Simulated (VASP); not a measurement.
Ag3BrO: single point with PBE

Ag3BrO:

```
Ag Br O
1.0
     6.24482    0.00000    0.00000
    -3.12241    5.40817    0.00000
     0.00000    0.00000    5.45808
Ag Br O
6 2 2
Cartesian
  3.1224 3.4931 4.0936
  1.6585 0.9575 4.0936
  4.5864 0.9575 4.0936
  0.0000 1.9150 1.3645
  1.4639 4.4507 1.3645
  -1.4639 4.4507 1.3645
  0.0000 3.6054 4.0936
  3.1224 1.8027 1.3645
  0.0000 0.0000 0.0000
  0.0000 0.0000 2.7290
```

```json
{"Program": "VASP 6.6.1", "Task": "single point", "Functional": "PBE", "Potentials or basis": "VASP PAW PBE potentials, release 64 (Ag, Br, O)", "Cutoff": "520 eV", "k mesh": "3 × 3 × 4", "Occupations": "gaussian, width 0.1 eV", "Spin": "no spin polarisation", "Dipole correction": "no", "Further INCAR settings": "ALGO = Normal; EDIFF = 1e-06; NBANDS = 57"}
```

```json
{
  "Pressure": "-0.2 GPa",
  "Largest force": "0.034 eV/Å",
  "Band gap on the k mesh": "zero (band 46 reaches 5.29 eV, above the bottom of band 47 at 4.60 eV)"
}
```

Forces in eV/Å, atoms in the order of the input:
```
Ag   0.000 -0.034  0.000
Ag   0.030  0.017  0.000
Ag  -0.030  0.017  0.000
Ag   0.000  0.034  0.000
Ag  -0.030 -0.017  0.000
Ag   0.030 -0.017  0.000
Br   0.000  0.000  0.000
Br   0.000  0.000  0.000
O    0.000  0.000  0.000
O    0.000  0.000  0.000
```

Stress tensor (GPa, compression positive):
```
-0.36  0.00  0.00
 0.00 -0.36  0.00
 0.00  0.00  0.03
```

Levels at points of the mesh, in eV from the Fermi level:
```csv
k point,band 42,band 43,band 44,band 45,band 46,band 47,band 48,band 49,band 50,band 51
"(0.00, 0.00, 0.00)",-2.06,-1.75,-1.75,-0.36,-0.36,0.14,0.30,4.01,4.01,4.43
"(0.00, 0.00, 0.50)",-1.54,-0.95,-0.95,-0.95,-0.95,1.08,1.08,3.73,3.73,3.73
```

Run time: 2.1 min on 1 thread of Oxide Virtual Turin-like Processor, with other jobs on the host, peak memory 0.3 GiB.

Caveat: the k points lie up to 0.39 Å⁻¹ apart.
